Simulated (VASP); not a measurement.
Input of a VASP 6.6.1 run:

The input INCAR:

```
PREC = Accurate ; ENCUT = 600
EDIFF = 1E-7 ; ISMEAR = -1
SIGMA = 0.05 ; LREAL = False
LASPH = True ; NELM = 100
ALGO = Normal ; ISIF = 3
LWAVE = False ; LCHARG = False
GGA = PE ; IBRION = 2
NSW = 32 ; EDIFFG = -0.005
PSTRESS = 260.0
```

File KPOINTS:

```
regular mesh
0
Gamma
  17 17 17
```

POSCAR

```
O
1.0
    1.9211714115      0.0000000000      0.0000000000
    0.0000000000      1.9211714115      0.0000000000
    0.0000000000      0.0000000000      1.9211714115
O
1
Direct
    0.0000000000      0.0000000000      0.0000000000
```

Potentials or basis: VASP PAW PBE potentials, release 64 (O).

Launch:

```sh
$ cat potpaw_PBE.64/O/POTCAR > POTCAR
$ mpirun -np 1 vasp_std > vasp.out
```

Problem. Predict the relaxed volume.

Solution. 7.08 Å³/atom.

Problem. Predict the band gap on the k mesh.

Solution. Zero (bands 3 and 4 overlap by 6.44 eV).

Problem. What does it give for the space group after relaxing (to 0.1 Å)?

Solution. Pm-3m (No. 221).

Problem. Predict the relaxed cell.

Solution. a = 1.920 Å, b = 1.920 Å, c = 1.920 Å, α = 90.00°, β = 90.00°, γ = 90.00°.

The path:
| step | energy change (eV) | largest force (eV/Å) | pressure (GPa) | volume (Å³) |
| --- | --- | --- | --- | --- |
| 1 | 0.0000 | 0.0000 | 25.52 | 7.09 |
| 2 | 0.0035 | 0.0000 | 26.38 | 7.07 |
| 3 | 0.0020 | 0.0000 | 26.00 | 7.08 |

Caveat: the cell is relaxed towards a set pressure, so the run minimises the enthalpy, not the energy.
